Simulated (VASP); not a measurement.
A run of VASP 6.6.1 is set up as follows.

Contents of INCAR:

```
ALGO = Normal ; EDIFF = 1E-6
ENCUT = 520 ; GGA = PE
ISIF = 2 ; ISMEAR = 0
LASPH = T ; LCHARG = F
LREAL = F ; LWAVE = F
NBANDS = 36 ; NELM = 80
PREC = Accurate ; SIGMA = 0.02
```

KPOINTS

```
k-points
0
Gamma
  8 4 6
```

The input POSCAR:

```
Al5BP6
1.0
    3.7620735559      0.0000000000      0.0000000000
    0.0000000000     11.3958632657      0.0000000000
    0.0000000000      0.0000000000      5.3779954499
Al B P
5 1 6
Direct
    0.0000000000      0.3486871570      0.9951158325
    0.5000000000      0.1770722823      0.5028790947
    0.0000000000      0.0000000000      0.0059315945
    0.5000000000      0.8229277177      0.5028790947
    0.0000000000      0.6513128430      0.9951158325
    0.5000000000      0.5000000000      0.4829641495
    0.5000000000      0.3567305453      0.2657520846
    0.0000000000      0.1724696840      0.7647212645
    0.5000000000      0.0000000000      0.2655602884
    0.0000000000      0.8275303160      0.7647212645
    0.5000000000      0.6432694547      0.2657520846
    0.0000000000      0.5000000000      0.6886074150
```

Potentials or basis: VASP PAW PBE potentials, release 64 (Al, B, P).

Command:

```sh
$ cat potpaw_PBE.64/Al/POTCAR potpaw_PBE.64/B/POTCAR potpaw_PBE.64/P/POTCAR > POTCAR
$ mpirun -np 1 vasp_std > vasp.out
```

**Question.** Predict the band gap on the k mesh.

**Answer.** 1.13 eV.

**Question.** Estimate the largest force.

**Answer.** 0.009 eV/Å.

Forces in eV/Å, atoms in the order of the input:
```
Al   0.000  0.001  0.000
Al   0.000 -0.001  0.005
Al   0.000  0.000  0.005
Al   0.000  0.001  0.005
Al   0.000 -0.001  0.000
B    0.000  0.000 -0.009
P    0.000  0.001  0.001
P    0.000  0.000 -0.004
P    0.000  0.000 -0.006
P    0.000  0.000 -0.004
P    0.000 -0.001  0.001
P    0.000  0.000  0.004
```

A k mesh can miss the band edges.
